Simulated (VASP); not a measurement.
Write the native input for VASP 6.6.1 that does the following.

* Task: G0W0 quasiparticle levels
* Functional: PBE
* Potentials or basis: VASP PAW PBE potentials, release 64 (Si_GW, C_GW)
* Cutoff: 500 eV
* k mesh: 6 × 6 × 6
* Occupations: gaussian, width 0.01 eV
* Spin: no spin polarisation
* Dipole correction: no
* GW scheme: G0W0
* GW iterations: 1
* Cutoff of the response function: 150
* Frequency points: 96
* Empty bands: 88
* Further INCAR settings: ALGO = EVGW0; EDIFF = 1e-08; NBANDS = 92

SiC:

```
Si C
1.0
     0.00000    2.19983    2.19983
     2.19983    0.00000    2.19983
     2.19983    2.19983    0.00000
Si C
1 1
Direct
  0.00000 0.00000 0.00000
  0.25000 0.25000 0.25000
```

One way to write it, as run:

POSCAR

```
SiC
1.0
    0.0000000000      2.1998328745      2.1998328745
    2.1998328745      0.0000000000      2.1998328745
    2.1998328745      2.1998328745      0.0000000000
Si C
1 1
Direct
    0.0000000000      0.0000000000      0.0000000000
    0.2500000000      0.2500000000      0.2500000000
```

INCAR.step1

```
SYSTEM = SiC
ALGO = Normal ; EDIFF = 1E-8
ENCUT = 500 ; GGA = PE
ISMEAR = 0 ; LASPH = .TRUE.
LCHARG = .FALSE. ; LREAL = .FALSE.
LWAVE = .TRUE. ; NELM = 60
PREC = Accurate ; SIGMA = 0.01
```

INCAR.step2

```
SYSTEM = SiC
ALGO = Exact ; EDIFF = 1E-8
ENCUT = 500 ; GGA = PE
ISMEAR = 0 ; ISTART = 1
LASPH = .TRUE. ; LCHARG = .FALSE.
LOPTICS = .TRUE. ; LREAL = .FALSE.
LWAVE = .TRUE. ; NBANDS = 92
NELM = 1 ; PREC = Accurate
SIGMA = 0.01
```

INCAR.step3

```
SYSTEM = SiC
ALGO = EVGW0 ; EDIFF = 1E-8
ENCUT = 500 ; ENCUTGW = 150.0
GGA = PE ; ISMEAR = 0
ISTART = 1 ; LASPH = .TRUE.
LCHARG = .FALSE. ; LREAL = .FALSE.
LWAVE = .FALSE. ; NBANDS = 92
NBANDSGW = 12 ; NELMGW = 1
NOMEGA = 96 ; OMEGAMAX = 20
PREC = Accurate ; PRECFOCK = Fast
SIGMA = 0.01
```

KPOINTS

```
k-points
0
G
  6 6 6
  0 0 0
```

Potentials or basis: VASP PAW PBE potentials, release 64 (Si_GW, C_GW).

Launch:

```sh
$ cat potpaw_PBE.64/Si_GW/POTCAR potpaw_PBE.64/C_GW/POTCAR > POTCAR
$ cp INCAR.step1 INCAR
$ mpirun -np 1 vasp_std > vasp.out
$ cp INCAR.step2 INCAR
$ mpirun -np 1 vasp_std > vasp.out
$ cp INCAR.step3 INCAR
$ mpirun -np 1 vasp_std > vasp.out
```

It gave:

- Quasiparticle gap: 2.16 eV
- Least direct quasiparticle gap: 5.53 eV
- Band gap of the starting levels on the mesh: 1.38 eV
- Least direct gap of the starting levels on the mesh: 4.51 eV

Caveat: the k points lie up to 0.41 Å⁻¹ apart; bands, screening cutoff and mesh are small and nothing is extrapolated, so the quasiparticle values aren't converged.

Wall time 2.5 min on 1 thread of Intel(R) Xeon(R) Platinum 8559C (Emerald Rapids), with other jobs on the host, peak memory 0.4 GiB.
